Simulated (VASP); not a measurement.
# SnSe (I4mm) in VASP: further runs

SnSe is run at these levels: r2SCAN; tasks: single point.

Program: VASP 6.6.1. These are calculated values, not measurements. Logs are shortened: lines on timing, memory, paths and dates and some standing lists are left out, and cuts for length are marked.

## Step 1: The cell of the first run

Symmetry: I4mm, No. 107, tetragonal system. Conventional cell: a = 4.257 Å, b = 4.257 Å, c = 6.020 Å, α = 90.00°, β = 90.00°, γ = 90.00°. Within 3.6 Å of Sn (site symmetry 4mm) lie 6 Se at 2.71 to 3.31 Å. Within 3.6 Å of Se (site symmetry 4mm) lie 6 Sn at 2.71 to 3.31 Å.

## Step 2: Single point, r2SCAN

Input file POSCAR:

```
SnSe
1.0
    0.0000000000      3.0100000000      3.0100000000
    3.0100000000      0.0000000000      3.0100000000
    3.0100000000      3.0100000000      0.0000000000
Sn Se
1 1
Direct
    0.0000000000      0.0000000000      0.0000000000
    0.5498338870      0.5498338870      0.4501661130
```

Input file INCAR.step1:

```
SYSTEM = SnSe
PREC = Accurate ; ENCUT = 520
ISMEAR = 0 ; SIGMA = 0.05
LREAL = .FALSE. ; LASPH = .TRUE.
NELM = 80 ; NBANDS = 17
GGA = PE ; ALGO = Normal
EDIFF = 1E-4 ; LWAVE = .TRUE.
LCHARG = .FALSE.
```

Input file INCAR.step2:

```
SYSTEM = SnSe
PREC = Accurate ; ENCUT = 520
EDIFF = 1E-6 ; ISMEAR = 0
SIGMA = 0.05 ; LREAL = .FALSE.
LASPH = .TRUE. ; NELM = 80
ALGO = Normal ; ISIF = 2
LWAVE = .FALSE. ; LCHARG = .TRUE.
METAGGA = R2SCAN ; LMIXTAU = .TRUE.
LELF = .TRUE. ; LVHAR = .TRUE.
NBANDS = 17 ; ISTART = 1
```

Input file KPOINTS:

```
Automatic mesh
0
G
  10 10 10
  0 0 0
```

Potentials or basis: VASP PAW PBE potentials, release 64 (Sn_d, Se).

Command:

```sh
$ cat potpaw_PBE.64/Sn_d/POTCAR potpaw_PBE.64/Se/POTCAR > POTCAR
$ cp INCAR.step1 INCAR
$ mpirun -np 1 vasp_std > vasp.out
$ cp INCAR.step2 INCAR
$ mpirun -np 1 vasp_std > vasp.out
```

OUTCAR:

```text
SYSTEM = SnSe
   PREC = Accurate
   ENCUT = 520
   EDIFF = 1E-6
   ISMEAR = 0
   LREAL = .FALSE.
   LASPH = .TRUE.
   NELM = 80
   ISIF = 2
   METAGGA = R2SCAN
   ISTART = 1

 ion  position               nearest neighbor table
   1  0.000  0.000  0.000-   2 2.71   2 3.02   2 3.02   2 3.02   2 3.02
   2  0.550  0.550  0.450-   1 2.71   1 3.02   1 3.02   1 3.02   1 3.02

  LATTYP: Found a face centered cubic cell.
 ALAT       =     6.0200000000

  Lattice vectors:

 A1 = (   0.0000000000,   3.0100000000,   3.0100000000)
 A2 = (   3.0100000000,   0.0000000000,   3.0100000000)
 A3 = (   3.0100000000,   3.0100000000,   0.0000000000)

Analysis of symmetry for initial positions (statically):
=====================================================================
 Subroutine PRICEL returns:
 Original cell was already a primitive cell.

 Routine SETGRP: Setting up the symmetry group for a
 face centered cubic supercell.

 Subroutine GETGRP returns: Found  8 space group operations
 (whereof  8 operations were pure point group operations)
 out of a pool of 48 trial point group operations.

The static configuration has the point symmetry C_4v.

Analysis of symmetry for dynamics (positions and initial velocities):
=====================================================================
 Subroutine PRICEL returns:
 Original cell was already a primitive cell.

 Routine SETGRP: Setting up the symmetry group for a
 face centered cubic supercell.

 Subroutine GETGRP returns: Found  8 space group operations
 (whereof  8 operations were pure point group operations)
 out of a pool of 48 trial point group operations.

The dynamic configuration has the point symmetry C_4v.

 Subroutine INISYM returns: Found  8 space group operations
 (whereof  8 operations are pure point group operations),
 and found     1 'primitive' translations

----------------------------------------------------------------------------------------

                                     Primitive cell

  volume of cell :      54.5418

  direct lattice vectors                    reciprocal lattice vectors
     0.000000000  3.010000000  3.010000000    -0.166112957  0.166112957  0.166112957
     3.010000000  0.000000000  3.010000000     0.166112957 -0.166112957  0.166112957
     3.010000000  3.010000000  0.000000000     0.166112957  0.166112957 -0.166112957

  length of vectors
     4.256782823  4.256782823  4.256782823     0.287716081  0.287716081  0.287716081

  position of ions in fractional coordinates (direct lattice)
     0.000000000  0.000000000  0.000000000
     0.549833887  0.549833887  0.450166113

  ion indices of the primitive-cell ions
   primitive index   ion index
                 1           1
                 2           2

----------------------------------------------------------------------------------------

 KPOINTS: Automatic mesh

Automatic generation of k-mesh.
 Grid dimensions read from file:
 generate k-points for:   10   10   10

 Generating k-lattice:

  Cartesian coordinates                     Fractional coordinates (reciprocal lattice)
    -0.016611296  0.016611296  0.016611296     0.100000000  0.000000000  0.000000000
     0.016611296 -0.016611296  0.016611296     0.000000000  0.100000000  0.000000000
     0.016611296  0.016611296 -0.016611296     0.000000000  0.000000000  0.100000000

  Length of vectors
     0.028771608  0.028771608  0.028771608

  Shift w.r.t. Gamma in fractional coordinates (k-lattice)
     0.000000000  0.000000000  0.000000000

 Subroutine IBZKPT returns following result:
 ===========================================

 Found    102 irreducible k-points:

 Following reciprocal coordinates:
            Coordinates               Weight
  0.000000  0.000000  0.000000      1.000000
  0.100000  0.000000  0.000000      8.000000
  0.200000  0.000000  0.000000      8.000000
  0.300000  0.000000  0.000000      8.000000
  0.400000  0.000000  0.000000      8.000000
  0.500000  0.000000  0.000000      4.000000
[... 16 lines left out ...]
 -0.100000  0.100000  0.000000      4.000000
  0.000000 -0.100000  0.100000      8.000000
 [... further k-points ...]
   k-points           NKPTS =    102   k-points in BZ     NKDIM =    102   number of bands    NBANDS=     17
   number of dos      NEDOS =    301   number of ions     NIONS =      2
   total plane-waves  NPLWV =  32768
   dimension x,y,z NGX =    32 NGY =   32 NGZ =   32
   dimension x,y,z NGXF=    64 NGYF=   64 NGZF=   64
   ions per type =               1   1
   NGX,Y,Z   is equivalent  to a cutoff of  12.50, 12.50, 12.50 a.u.
   NGXF,Y,Z  is equivalent  to a cutoff of  24.99, 24.99, 24.99 a.u.
 SYSTEM =  SnSe
   PREC   = accura    normal or accurate (medium, high low for compatibility)
   ISTART =      1    job   : 0-new  1-cont  2-samecut
   ICHARG =      0    charge: 1-file 2-atom 10-const
   ISPIN  =      1    spin polarized calculation?
   LNONCOLLINEAR =      F non collinear calculations
   LSORBIT =      F    spin-orbit coupling
   LASPH  =      T    aspherical Exc in radial PAW
   ENCUT  =  520.0 eV  38.22 Ry    6.18 a.u.   7.91  7.91  7.91*2*pi/ulx,y,z
   NELM   =     80;   NELMIN=  2; NELMDL=  0     # of ELM steps
   EDIFF  = 0.1E-05   stopping-criterion for ELM
   LREAL  =      F    real-space projection
   EDIFFG = 0.1E-04   stopping-criterion for IOM
   NSW    =      0    number of steps for IOM
   IBRION =     -1    ionic relax: 0-MD 1-quasi-New 2-CG
   NFREE  =      0    steps in history (QN), initial steepest desc. (CG)
   ISIF   =      2    stress and relaxation
   ISYM   =      2    0-nonsym 1-usesym 2-fastsym
   POTIM  = 0.5000    time-step for ionic-motion
   TEBEG  =    0.0;   TEEND  =   0.0 temperature during run
   PSTRESS=    0.0 pullay stress
   NELECT =      20.0000    total number of electrons
   NUPDOWN=      -1.0000    fix difference up-down
   EMIN   =  10.00;   EMAX   =-10.00  energy-range for DOS
   EFERMI =   0.00;   METHOD = LEGACY
   ISMEAR =     0;   SIGMA  =   0.05  broadening in eV -4-tet -1-fermi 0-gaus
   EFERMI_NEDOS =   21; number of points for ismear=-14 and -15
   IALGO  =     38    algorithm
   IMIX   =      4    mixing-type and parameters
     AMIX     =   0.40;   BMIX     =  1.00
     AMIX_MAG =   1.60;   BMIX_MAG =  1.00
  volume/ion in A,a.u.               =      27.27       184.03
  Fermi-wavevector in a.u.,A,eV,Ry     =   1.171768  2.214321 18.681350  1.373040
  Thomas-Fermi vector in A             =   2.308207
   LORBIT       =      0    0 simple, 1 ext, 2 COOP (PROOUT), +10 PAW based schemes
   METAGGA = R2SCAN    functional components
   LHFCALC =     F    Hartree Fock is set to
   AEXX    =    0.0000 exact exchange contribution
   IVDW    =     0    specifies the selected vdW correction
   LEPSILON=     F    determine dielectric tensor
   LRPA    =     F    only Hartree local field effects (RPA)
 non-spin polarized calculation
 Gauss-broadening in eV      SIGMA  =   0.05
  energy-cutoff  :      520.00
  volume of cell :       54.54
 maximum number of plane-waves:      1479
   NGX = 15   NGY = 15   NGZ = 15

 number of electron      20.0000005 magnetization

 Free energy of the ion-electron system (eV)
  ---------------------------------------------------
  ext. energy  EPLUGINS =         0.00000000
  ---------------------------------------------------
  free energy    TOTEN  =       -39.86068475 eV

  energy without entropy =      -39.86068475  energy(sigma->0) =      -39.86068475

 E-fermi :   5.7880     XC(G=0): -10.1639

 val. band max:        5.4806001707   @ k =   0.5000   0.0000   0.0000
 cond. band min:       6.2783228448   @ k =  -0.4000   0.1000   0.0000
 fundamental gap:      0.7977226742
 Fermi energy:         5.7880094567

 k-point     1 :       0.0000    0.0000    0.0000
  band No.  band energies     occupation
      1     -16.7843      2.00000
      2     -16.7831      2.00000
      3     -16.7727      2.00000
      4     -16.7615      2.00000
      5     -16.7615      2.00000
      6      -9.1258      2.00000
[... 9 lines left out ...]
     16      12.3229      0.00000
     17      14.0431      0.00000

 k-point     2 :       0.1000    0.0000    0.0000
  band No.  band energies     occupation
      1     -16.7847      2.00000
      2     -16.7825      2.00000
      3     -16.7734      2.00000
      4     -16.7609      2.00000
      5     -16.7605      2.00000
      6      -9.0525      2.00000
[... 9 lines left out ...]
     16      12.2881      0.00000
     17      14.8666      0.00000

 k-point     3 :       0.2000    0.0000    0.0000
  band No.  band energies     occupation
      1     -16.7862      2.00000
      2     -16.7816      2.00000
      3     -16.7748      2.00000
      4     -16.7592      2.00000
      5     -16.7577      2.00000
      6      -8.8467      2.00000
[... 9 lines left out ...]
     16      12.6989      0.00000
     17      16.4254      0.00000

 k-point     4 :       0.3000    0.0000    0.0000
  band No.  band energies     occupation
      1     -16.7883      2.00000
      2     -16.7825      2.00000
      3     -16.7748      2.00000
      4     -16.7567      2.00000
      5     -16.7539      2.00000
      6      -8.5566      2.00000
[... 9 lines left out ...]
     16      13.6562      0.00000
     17      18.0637      0.00000
[... 343 lines left out ...]
      1     -16.7871      2.00000
      2     -16.7811      2.00000
      3     -16.7769      2.00000
      4     -16.7583      2.00000
      5     -16.7547      2.00000
      6      -8.6979      2.00000
[... 9 lines left out ...]
     16      13.9111      0.00000
     17      15.7211      0.00000

 k-point    23 :      -0.1000    0.1000    0.0000
  band No.  band energies     occupation
      1     -16.7864      2.00000
      2     -16.7809      2.00000
      3     -16.7729      2.00000
      4     -16.7608      2.00000
      5     -16.7594      2.00000
      6      -8.9363      2.00000
[... 9 lines left out ...]
     16      12.9809      0.00000
     17      14.8626      0.00000

 k-point    24 :       0.0000   -0.1000    0.1000
  band No.  band energies     occupation
      1     -16.7852      2.00000
      2     -16.7820      2.00000
      3     -16.7751      2.00000
      4     -16.7602      2.00000
      5     -16.7579      2.00000
      6      -8.9341      2.00000
[... 9 lines left out ...]
     16      12.8766      0.00000
     17      14.6897      0.00000

 [... further k-points ...]

------------------------ aborting loop because EDIFF is reached ----------------------------------------

  FORCE on cell =-STRESS in cart. coord.  units (eV):
  Direction    XX          YY          ZZ          XY          YZ          ZX
  --------------------------------------------------------------------------------------
  -------------------------------------------------------------------------------------
  Total        0.1933219      0.1933219      1.0811063      0.0000000      0.0000000      0.0000000
  in kB        5.6788722      5.6788722     31.7577327      0.0000000      0.0000000      0.0000000
  external PRESSURE =      14.3718257 kB  Pullay stress =       0.0000000 kB

 VOLUME and BASIS-vectors are now :
 -----------------------------------------------------------------------------
  energy-cutoff  :      520.00
  volume of cell :       54.54
      direct lattice vectors                 reciprocal lattice vectors
     0.000000000  3.010000000  3.010000000    -0.166112957  0.166112957  0.166112957
     3.010000000  0.000000000  3.010000000     0.166112957 -0.166112957  0.166112957
     3.010000000  3.010000000  0.000000000     0.166112957  0.166112957 -0.166112957

 POSITION                                       TOTAL-FORCE (eV/Angst)
 -----------------------------------------------------------------------------------
      0.00000      0.00000      0.00000         0.000000      0.000000      0.286901
      3.01000      3.01000      3.31000         0.000000      0.000000     -0.286901
 -----------------------------------------------------------------------------------
    total drift:                               -0.000021     -0.000021     -0.000371

  FREE ENERGIE OF THE ION-ELECTRON SYSTEM (eV)
  ---------------------------------------------------
  free  energy   TOTEN  =       -39.8606847484 eV

  energy  without entropy=      -39.8606847484  energy(sigma->0) =      -39.86068475
```

Wall time 84 s (1 thread of Intel Xeon 6975P-C (Granite Rapids), shared host); peak memory 0.25 GiB.

What came out:

| Quantity | Value |
| --- | --- |
| Free energy | -39.8607 eV |
| Pressure | 1.4 GPa |
| Largest force | 0.287 eV/Å |
| Band gap on the k mesh | 0.80 eV (least direct gap 0.84 eV) |

Forces in eV/Å, atoms in the order of the input:
```
Sn   0.000  0.000  0.287
Se   0.000  0.000 -0.287
```

Stress tensor (GPa, compression positive):
```
0.57 0.00 0.00
0.00 0.57 0.00
0.00 0.00 3.18
```

Caveat: the cell differs from its parent crystal (all Se atoms moved -0.300 Å, as atom 2 towards its neighbour atom 1 (Sn) at 3.010 Å); the PAW data sets were made with another functional, which shifts forces and pressure a little; spin-orbit coupling is left out, which moves the levels of the heavy elements. A k mesh can miss the band edges.

(Continued in part 2 of 2.)
